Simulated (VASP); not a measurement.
# WS2 (R3m) in VASP: further runs

WS2 is run at these levels: PBEsol; tasks: single point.

Everything below comes from runs of VASP 6.6.1. Logs are shortened: lines on timing, memory, paths and dates and some standing lists are left out, and cuts for length are marked.

## Step 1: The cell of the first run

It takes space group R3m (No. 160, trigonal). The conventional cell has a = 3.158 Å, b = 3.158 Å, c = 18.490 Å, α = 90.00°, β = 90.00°, γ = 120.00°. Within 3.2 Å of W (site symmetry 3m) lie 6 S at 2.39 to 2.42 Å and 6 W at 3.16 Å. S (site symmetry 3m) has 3 W at 2.39 Å and 7 S at 3.13 to 3.16 Å within 3.2 Å. S (site symmetry 3m) has 3 W at 2.42 Å and 7 S at 3.13 to 3.16 Å within 3.2 Å.

## Step 2: Single point, PBEsol

File INCAR:

```
SYSTEM = WS2
PREC = Accurate
ENCUT = 520
EDIFF = 1E-6
ISMEAR = -1
SIGMA = 0.05
LREAL = .False.
LASPH = .True.
NELM = 60
ALGO = Normal
ISIF = 2
LWAVE = .False.
LCHARG = .True.
GGA = PS
LELF = .True.
LVHAR = .True.
NBANDS = 20
```

File KPOINTS:

```
Automatic mesh
0
Gamma
  3 3 3
  0 0 0
```

File POSCAR:

```
WS2
1.0
    1.5790000000      0.9116360000      6.1633330000
   -1.5790000000      0.9116360000      6.1633330000
    0.0000000000     -1.8232720000      6.1633330000
W S
1 2
Direct
    0.0000000000      0.0000000000      0.0000000000
    0.2497000000      0.2497000000      0.2497000000
    0.4190000000      0.4190000000      0.4190000000
```

Potentials or basis: VASP PAW PBE potentials, release 64 (W_sv, S).

Started as:

```
> cat potpaw_PBE.64/W_sv/POTCAR potpaw_PBE.64/S/POTCAR > POTCAR
> mpirun -np 1 vasp_std > vasp.out
```

OUTCAR:

```text
SYSTEM = WS2
   PREC = Accurate
   ENCUT = 520
   EDIFF = 1E-6
   ISMEAR = -1
   LREAL = .False.
   LASPH = .True.
   NELM = 60
   ISIF = 2
   GGA = PS

 ion  position               nearest neighbor table
   1  0.000  0.000  0.000-   2 2.39   2 2.39   2 2.39   3 2.42   3 2.42   3 2.42
   2  0.250  0.250  0.250-   1 2.39   1 2.39   1 2.39
   3  0.419  0.419  0.419-   1 2.42   1 2.42   1 2.42

  LATTYP: Found a trigonal (rhomboedric) cell.
 ALAT       =     6.4273629791
 COS(alpha) =     0.8792940713

  Lattice vectors:

 A1 = (   1.5790000000,   0.9116360000,   6.1633330000)
 A2 = (  -1.5790000000,   0.9116360000,   6.1633330000)
 A3 = (   0.0000000000,  -1.8232720000,   6.1633330000)

Analysis of symmetry for initial positions (statically):
=====================================================================
 Subroutine PRICEL returns:
 Original cell was already a primitive cell.

 Routine SETGRP: Setting up the symmetry group for a
 trigonal (rhombohedral) supercell.

 Subroutine GETGRP returns: Found  6 space group operations
 (whereof  6 operations were pure point group operations)
 out of a pool of 12 trial point group operations.

The static configuration has the point symmetry C_3v.

Analysis of symmetry for dynamics (positions and initial velocities):
=====================================================================
 Subroutine PRICEL returns:
 Original cell was already a primitive cell.

 Routine SETGRP: Setting up the symmetry group for a
 trigonal (rhombohedral) supercell.

 Subroutine GETGRP returns: Found  6 space group operations
 (whereof  6 operations were pure point group operations)
 out of a pool of 12 trial point group operations.

The dynamic configuration has the point symmetry C_3v.

 Subroutine INISYM returns: Found  6 space group operations
 (whereof  6 operations are pure point group operations),
 and found     1 'primitive' translations

----------------------------------------------------------------------------------------

                                     Primitive cell

  volume of cell :      53.2317

  direct lattice vectors                    reciprocal lattice vectors
     1.579000000  0.911636000  6.163333000     0.316656111  0.182821506  0.054083291
    -1.579000000  0.911636000  6.163333000    -0.316656111  0.182821506  0.054083291
     0.000000000 -1.823272000  6.163333000     0.000000000 -0.365643012  0.054083291

  length of vectors
     6.427362979  6.427362979  6.427362947     0.369621155  0.369621155  0.369621178

  position of ions in fractional coordinates (direct lattice)
     0.000000000  0.000000000  0.000000000
     0.249700000  0.249700000  0.249700000
     0.419000000  0.419000000  0.419000000

  ion indices of the primitive-cell ions
   primitive index   ion index
                 1           1
                 2           2
                 3           3

----------------------------------------------------------------------------------------

 KPOINTS: Automatic mesh

Automatic generation of k-mesh.
 Grid dimensions read from file:
 generate k-points for:    3    3    3

 Generating k-lattice:

  Cartesian coordinates                     Fractional coordinates (reciprocal lattice)
     0.105552037  0.060940502  0.018027764     0.333333333 -0.000000000 -0.000000000
    -0.105552037  0.060940502  0.018027764    -0.000000000  0.333333333 -0.000000000
     0.000000000 -0.121881004  0.018027764    -0.000000000 -0.000000000  0.333333333

  Length of vectors
     0.123207052  0.123207052  0.123207059

  Shift w.r.t. Gamma in fractional coordinates (k-lattice)
     0.000000000  0.000000000  0.000000000

 Subroutine IBZKPT returns following result:
 ===========================================

 Found      6 irreducible k-points:

 Following reciprocal coordinates:
            Coordinates               Weight
  0.000000  0.000000  0.000000      1.000000
  0.333333  0.000000  0.000000      6.000000
  0.333333  0.333333  0.000000      6.000000
 -0.333333  0.333333  0.000000      6.000000
  0.333333  0.333333  0.333333      2.000000
 -0.333333  0.333333  0.333333      6.000000
   k-points           NKPTS =      6   k-points in BZ     NKDIM =      6   number of bands    NBANDS=     20
   number of dos      NEDOS =    301   number of ions     NIONS =      3
   total plane-waves  NPLWV = 110592
   dimension x,y,z NGX =    48 NGY =   48 NGZ =   48
   dimension x,y,z NGXF=    96 NGYF=   96 NGZF=   96
   ions per type =               1   2
   NGX,Y,Z   is equivalent  to a cutoff of  12.42, 12.42, 12.42 a.u.
   NGXF,Y,Z  is equivalent  to a cutoff of  24.83, 24.83, 24.83 a.u.
 SYSTEM =  WS2
   PREC   = accura    normal or accurate (medium, high low for compatibility)
   ISTART =      0    job   : 0-new  1-cont  2-samecut
   ICHARG =      2    charge: 1-file 2-atom 10-const
   ISPIN  =      1    spin polarized calculation?
   LNONCOLLINEAR =      F non collinear calculations
   LSORBIT =      F    spin-orbit coupling
   LASPH  =      T    aspherical Exc in radial PAW
   ENCUT  =  520.0 eV  38.22 Ry    6.18 a.u.  11.95 11.95 11.95*2*pi/ulx,y,z
   NELM   =     60;   NELMIN=  2; NELMDL= -5     # of ELM steps
   EDIFF  = 0.1E-05   stopping-criterion for ELM
   LREAL  =      F    real-space projection
   EDIFFG = 0.1E-04   stopping-criterion for IOM
   NSW    =      0    number of steps for IOM
   IBRION =     -1    ionic relax: 0-MD 1-quasi-New 2-CG
   NFREE  =      0    steps in history (QN), initial steepest desc. (CG)
   ISIF   =      2    stress and relaxation
   ISYM   =      2    0-nonsym 1-usesym 2-fastsym
   POTIM  = 0.5000    time-step for ionic-motion
   TEBEG  =    0.0;   TEEND  =   0.0 temperature during run
   PSTRESS=    0.0 pullay stress
   NELECT =      26.0000    total number of electrons
   NUPDOWN=      -1.0000    fix difference up-down
   EMIN   =  10.00;   EMAX   =-10.00  energy-range for DOS
   EFERMI =   0.00;   METHOD = LEGACY
   ISMEAR =    -1;   SIGMA  =   0.05  broadening in eV -4-tet -1-fermi 0-gaus
   EFERMI_NEDOS =   21; number of points for ismear=-14 and -15
   IALGO  =     38    algorithm
   IMIX   =      4    mixing-type and parameters
     AMIX     =   0.40;   BMIX     =  1.00
     AMIX_MAG =   1.60;   BMIX_MAG =  1.00
  volume/ion in A,a.u.               =      17.74       119.74
  Fermi-wavevector in a.u.,A,eV,Ry     =   1.289266  2.436359 22.615689  1.662206
  Thomas-Fermi vector in A             =   2.421169
   LORBIT       =      0    0 simple, 1 ext, 2 COOP (PROOUT), +10 PAW based schemes
   GGA     = PS    functional components
   LHFCALC =     F    Hartree Fock is set to
   AEXX    =    0.0000 exact exchange contribution
   IVDW    =     0    specifies the selected vdW correction
   LEPSILON=     F    determine dielectric tensor
   LRPA    =     F    only Hartree local field effects (RPA)
 non-spin polarized calculation
  energy-cutoff  :      520.00
  volume of cell :       53.23
 maximum number of plane-waves:      1443
   NGX = 23   NGY = 23   NGZ = 23

 number of electron      26.0000001 magnetization

 Free energy of the ion-electron system (eV)
  ---------------------------------------------------
  ext. energy  EPLUGINS =         0.00000000
  ---------------------------------------------------
  free energy    TOTEN  =       -25.20375585 eV

  energy without entropy =      -25.20375555  energy(sigma->0) =      -25.20375570

 E-fermi :   7.9354     XC(G=0): -11.1188

 val. band max:        7.2592799409   @ k =   0.3333   0.3333   0.3333
 cond. band min:       8.6665380398   @ k =  -0.3333   0.3333   0.0000
 fundamental gap:      1.4072580989
 Fermi energy:         7.9354469599

 k-point     1 :       0.0000    0.0000    0.0000
  band No.  band energies     occupation
      1     -67.0798      2.00000
      2     -31.4132      2.00000
      3     -31.1476      2.00000
      4     -31.1476      2.00000
      5      -8.2562      2.00000
      6      -6.2563      2.00000
[... 12 lines left out ...]
     19      15.1325      0.00000
     20      15.7958      0.00000

 k-point     2 :       0.3333    0.0000    0.0000
  band No.  band energies     occupation
      1     -67.0656      2.00000
      2     -31.4240      2.00000
      3     -31.3622      2.00000
      4     -31.2125      2.00000
      5      -6.6841      2.00000
      6      -5.8050      2.00000
[... 12 lines left out ...]
     19      14.7084      0.00000
     20      15.1608      0.00000

 k-point     3 :       0.3333    0.3333    0.0000
  band No.  band energies     occupation
      1     -67.0656      2.00000
      2     -31.4240      2.00000
      3     -31.3622      2.00000
      4     -31.2125      2.00000
      5      -6.6269      2.00000
      6      -5.8868      2.00000
[... 12 lines left out ...]
     19      14.5456      0.00000
     20      15.7701      0.00000

 k-point     4 :      -0.3333    0.3333    0.0000
  band No.  band energies     occupation
      1     -67.0585      2.00000
      2     -31.4216      2.00000
      3     -31.3847      2.00000
      4     -31.3366      2.00000
      5      -5.5943      2.00000
      6      -5.4791      2.00000
[... 12 lines left out ...]
     19      14.3739      0.00000
     20      16.3293      0.00000

 k-point     5 :       0.3333    0.3333    0.3333
  band No.  band energies     occupation
      1     -67.0798      2.00000
      2     -31.4133      2.00000
      3     -31.1476      2.00000
      4     -31.1476      2.00000
      5      -8.0919      2.00000
      6      -6.5829      2.00000
[... 12 lines left out ...]
     19      15.4941      0.00000
     20      16.6581      0.00000

 k-point     6 :      -0.3333    0.3333    0.3333
  band No.  band energies     occupation
      1     -67.0656      2.00000
      2     -31.4240      2.00000
      3     -31.3622      2.00000
      4     -31.2125      2.00000
      5      -6.5180      2.00000
      6      -6.0210      2.00000
[... 12 lines left out ...]
     19      14.8331      0.00000
     20      16.2631      0.00000

------------------------ aborting loop because EDIFF is reached ----------------------------------------

  FORCE on cell =-STRESS in cart. coord.  units (eV):
  Direction    XX          YY          ZZ          XY          YZ          ZX
  --------------------------------------------------------------------------------------
  -------------------------------------------------------------------------------------
  Total       -0.0388437     -0.0388437     -0.2441258      0.0000000      0.0000000      0.0000000
  in kB       -1.1691244     -1.1691243     -7.3477413      0.0000000      0.0000000      0.0000000
  external PRESSURE =      -3.2286633 kB  Pullay stress =       0.0000000 kB

 VOLUME and BASIS-vectors are now :
 -----------------------------------------------------------------------------
  energy-cutoff  :      520.00
  volume of cell :       53.23
      direct lattice vectors                 reciprocal lattice vectors
     1.579000000  0.911636000  6.163333000     0.316656111  0.182821506  0.054083291
    -1.579000000  0.911636000  6.163333000    -0.316656111  0.182821506  0.054083291
     0.000000000 -1.823272000  6.163333000     0.000000000 -0.365643012  0.054083291

 POSITION                                       TOTAL-FORCE (eV/Angst)
 -----------------------------------------------------------------------------------
      0.00000      0.00000      0.00000         0.000000     -0.000000      0.596259
      0.00000      0.00000      4.61695         0.000000      0.000000     -0.001839
      0.00000      0.00000      7.74731         0.000000      0.000000     -0.594420
 -----------------------------------------------------------------------------------
    total drift:                               -0.000000     -0.000002      0.000010

  FREE ENERGIE OF THE ION-ELECTRON SYSTEM (eV)
  ---------------------------------------------------
  free  energy   TOTEN  =       -25.2037558490 eV

  energy  without entropy=      -25.2037555498  energy(sigma->0) =      -25.20375570
```

Wall time 24 s (1 thread of Intel Xeon Platinum 8375C at 2.90GHz (Ice Lake), shared host); peak memory 0.31 GiB.

What came out:

| Item | Value |
| --- | --- |
| Free energy | -25.2038 eV |
| Pressure | -0.3 GPa |
| Largest force | 0.596 eV/Å |
| Band gap on the k mesh | 1.41 eV (least direct gap 1.87 eV) |

Forces on the atoms (eV/Å):
```
W    0.000  0.000  0.596
S    0.000  0.000 -0.002
S    0.000  0.000 -0.594
```

Caveat: the k points lie up to 0.77 Å⁻¹ apart; the PAW data sets were made with another functional, which shifts forces and pressure a little; spin-orbit coupling is left out, which moves the levels of the heavy elements; an odd mesh through Γ misses points on the zone boundary, where band edges can lie.

## Step 3: Single point, PBEsol

File INCAR:

```
  PREC = Accurate
  ENCUT = 520
  EDIFF = 1E-6
  ISMEAR = -1
  SIGMA = 0.05
  LREAL = F
  LASPH = T
  NELM = 60
  ALGO = Normal
  ISIF = 2
  LWAVE = F
  LCHARG = F
  GGA = PS
  NBANDS = 20
```

File KPOINTS:

```
Automatic mesh
0
Gamma
  4 4 4
```

POSCAR is that of step 2.

Potentials or basis: VASP PAW PBE potentials, release 64 (W_sv, S).

Started as:

```
> cat potpaw_PBE.64/W_sv/POTCAR potpaw_PBE.64/S/POTCAR > POTCAR
> mpirun -np 1 vasp_std > vasp.out
```

Run time: 36 s. Hardware: 1 thread of Intel Xeon Platinum 8375C at 2.90GHz (Ice Lake), shared host; peak memory 0.31 GiB.

Results (log left out):

| Item | Value |
| --- | --- |
| Free energy | -25.3178 eV |
| Pressure | -0.9 GPa |
| Largest force | 0.590 eV/Å |
| Band gap on the k mesh | 1.34 eV (least direct gap 2.31 eV) |

Forces in eV/Å, atoms in the order of the input:
```
W    0.000  0.000  0.590
S    0.000  0.000 -0.179
S    0.000  0.000 -0.411
```

Stress tensor (GPa, compression positive):
```
-1.24  0.00  0.00
 0.00 -1.24  0.00
 0.00  0.00 -0.32
```

Levels at points of the mesh, in eV from the valence-band top:
```csv
k point,band 9,band 10,band 11,band 12,band 13,band 14,band 15,band 16,band 17,band 18
"(0.00, 0.00, 0.00)",-3.54,-2.28,-2.28,-1.58,-1.23,2.19,2.19,2.55,2.55,4.65
"(0.50, 0.00, 0.00)",-5.33,-4.16,-2.59,-1.81,-1.74,2.31,2.59,3.60,3.88,4.34
"(0.50, 0.50, 0.00)",-5.03,-4.08,-3.20,-2.01,-1.56,2.27,2.71,3.20,4.39,4.92
"(0.50, 0.50, 0.50)",-3.55,-3.55,-2.25,-2.25,0.00,2.31,2.31,2.39,2.39,4.89
```

Caveat: the k points lie up to 0.58 Å⁻¹ apart; the PAW data sets were made with another functional, which shifts forces and pressure a little; spin-orbit coupling is left out, which moves the levels of the heavy elements.

## Step 4: Single point, PBEsol

File INCAR:

```
SYSTEM = WS2
PREC     = Accurate       ! precision mode
ENCUT    = 520            ! plane-wave cutoff, eV
EDIFF    = 1E-7           ! SCF threshold, eV
ISMEAR   = -1             ! smearing method
SIGMA    = 0.05           ! smearing width, eV
LREAL    = .False.        ! projectors in reciprocal space
LASPH    = .True.         ! aspherical terms in the spheres
NELM     = 80             ! most SCF steps
ALGO     = Normal         ! electronic algorithm
ISIF     = 2              ! what is computed and relaxed
LWAVE    = .False.        ! write WAVECAR
LCHARG   = .False.        ! write CHGCAR
GGA      = PS             ! functional
NBANDS   = 20             ! bands
```

File KPOINTS:

```
Automatic mesh
0
Gamma
  5 5 5
  0 0 0
```

POSCAR is that of step 3.

Started as:

```
> cat potpaw_PBE.64/W_sv/POTCAR potpaw_PBE.64/S/POTCAR > POTCAR
> mpirun -np 1 vasp_std > vasp.out
```

It took 51 s on 1 thread of Intel Xeon Platinum 8375C at 2.90GHz (Ice Lake), shared host; peak memory 0.3 GiB.

Results (log left out):

```
Free energy            : -25.2638 eV
Pressure               : -0.5 GPa
Largest force          : 0.599 eV/Å
Band gap on the k mesh : 1.08 eV (least direct gap 2.34 eV)
```

Forces on the atoms (eV/Å):
```
W    0.000  0.000  0.599
S    0.000  0.000 -0.250
S    0.000  0.000 -0.348
```

Stress tensor (GPa, compression positive):
```
-0.86  0.00  0.00
 0.00 -0.86  0.00
 0.00  0.00  0.19
```

Levels at points of the mesh, in eV from the valence-band top:
| k point | band 9 | band 10 | band 11 | band 12 | band 13 | band 14 | band 15 | band 16 | band 17 | band 18 |
| --- | --- | --- | --- | --- | --- | --- | --- | --- | --- | --- |
| (0.00, 0.00, 0.00) | -3.49 | -2.23 | -2.23 | -1.51 | -1.18 | 2.24 | 2.24 | 2.60 | 2.60 | 4.70 |

Caveat: the k points lie up to 0.46 Å⁻¹ apart; the PAW data sets were made with another functional, which shifts forces and pressure a little; spin-orbit coupling is left out, which moves the levels of the heavy elements; an odd mesh through Γ misses points on the zone boundary, where band edges can lie.

## Step 5: Single point, PBEsol

File INCAR:

```
SYSTEM = WS2
PREC = Accurate
ENCUT = 520
EDIFF = 1E-6
ISMEAR = -1
SIGMA = 0.05
LREAL = .FALSE.
LASPH = .TRUE.
NELM = 60
ALGO = Normal
ISIF = 2
LWAVE = .FALSE.
LCHARG = .TRUE.
GGA = PS
LELF = .TRUE.
LVHAR = .TRUE.
NBANDS = 20
```

File KPOINTS:

```
Automatic mesh
0
G
  7 7 7
  0 0 0
```

POSCAR is that of step 4.

Started as:

```
> cat potpaw_PBE.64/W_sv/POTCAR potpaw_PBE.64/S/POTCAR > POTCAR
> mpirun -np 1 vasp_std > vasp.out
```

It took 94 s on 1 thread of Intel Xeon Platinum 8375C at 2.90GHz (Ice Lake), shared host; peak memory 0.32 GiB.

Results (log left out):

```yaml
Free_energy: -25.2644 eV
Pressure: -0.5 GPa
Largest_force: 0.602 eV/Å
Band_gap_on_the_k_mesh: 1.11 eV (least direct gap 2.32 eV)
```

Forces on the atoms (eV/Å):
```
W    0.000  0.000  0.602
S    0.000  0.000 -0.250
S    0.000  0.000 -0.352
```

Stress tensor (GPa, compression positive):
```
-0.87  0.00  0.00
 0.00 -0.87  0.00
 0.00  0.00  0.18
```

Levels at points of the mesh, in eV from the valence-band top:
| k point | band 11 | band 12 | band 13 | band 14 | band 15 | band 16 |
| --- | --- | --- | --- | --- | --- | --- |
| (0.00, 0.00, 0.00) | -2.26 | -1.54 | -1.20 | 2.22 | 2.22 | 2.58 |

Caveat: the PAW data sets were made with another functional, which shifts forces and pressure a little; spin-orbit coupling is left out, which moves the levels of the heavy elements; an odd mesh through Γ misses points on the zone boundary, where band edges can lie. As with any semilocal functional, this PBEsol gap is likely too small.

(Part 1 of 2 ends here.)
